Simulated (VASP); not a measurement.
A run of VASP 6.6.1:

Contents of INCAR:

```
SYSTEM = B4N3
PREC     = Accurate       ! precision mode
ENCUT    = 600            ! plane-wave cutoff, eV
EDIFF    = 1E-6           ! SCF threshold, eV
ISMEAR   = 0              ! smearing method
SIGMA    = 0.1            ! smearing width, eV
LREAL    = .FALSE.        ! projectors in reciprocal space
LASPH    = .TRUE.         ! aspherical terms in the spheres
NELM     = 120            ! most SCF steps
ALGO     = Normal         ! electronic algorithm
ISIF     = 2              ! what is computed and relaxed
LWAVE    = .FALSE.        ! write WAVECAR
LCHARG   = .TRUE.         ! write CHGCAR
GGA      = PE             ! functional
LELF     = .TRUE.         ! ELF
LVHAR    = .TRUE.       
NBANDS   = 22             ! bands
GGA_COMPAT= .FALSE.
```

The input KPOINTS:

```
Automatic mesh
0
G
  6 6 6
  0 0 0
```

Contents of POSCAR:

```
B4N3
1.0
    3.6087153062      0.0000000000      0.0000000000
    0.0000000000      3.6087153062      0.0000000000
    0.0000000000      0.0000000000      3.6087153062
B N
4 3
Direct
    0.7377866802      0.2622133198      0.7377866802
    0.2622133198      0.7377866802      0.7377866802
    0.7377866802      0.7377866802      0.2622133198
    0.2622133198      0.2622133198      0.2622133198
    0.5000000000      0.5000000000      0.0000000000
    0.5000000000      0.0000000000      0.5000000000
    0.0000000000      0.5000000000      0.5000000000
```

Potentials or basis: VASP PAW PBE potentials, release 64 (B, N).

Run with:

```sh
$ cat potpaw_PBE.64/B/POTCAR potpaw_PBE.64/N/POTCAR > POTCAR
$ mpirun -np 1 vasp_std > vasp.out
```

Hardware: 1 thread of Intel(R) Xeon(R) Platinum 8488C (Sapphire Rapids) (shared host).

Problem. How long does it take, and how much memory?

Solution. Run time: 22 s on 1 thread of Intel(R) Xeon(R) Platinum 8488C (Sapphire Rapids), with other jobs on the host, peak memory 0.16 GiB. Counts: scf iterations 13, k points 20.
